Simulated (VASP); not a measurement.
The system is LiH.

```
CELL_PARAMETERS angstrom
2.78155 0.00000 0.00000
-1.39077 2.40889 0.00000
0.00000 0.00000 4.87296
ATOMIC_POSITIONS crystal
Li 0.00000 0.00000 0.00000
Li 0.00000 0.00000 0.50000
H 0.33333 0.66667 0.25000
H 0.66667 0.33333 0.75000
```

Program: VASP 6.6.1. Alike in all runs: task single point; no spin polarisation; cell as given; k mesh 6 × 6 × 4; cutoff (eV) 520; smearing gaussian 0.01 eV. Hardware: 1 thread of AMD EPYC 7R13 Processor (Zen 3), on a shared host.

Problem. Order these runs on this cell by their wall time, lowest first.
A. level HSE06; potentials or basis VASP PAW PBE potentials, release 64 (Li_sv, H); grid for exact exchange (PRECFOCK) Normal; screening parameter 0.2079 1/Å
B. level LDA; potentials or basis VASP PAW LDA potentials, release 64 (Li_sv, H)
C. level r2SCAN; potentials or basis VASP PAW PBE potentials, release 64 (Li_sv, H)

Solution. B (14 s), C (76 s), A (350 s).

Caveats: all runs use coarse meshes.
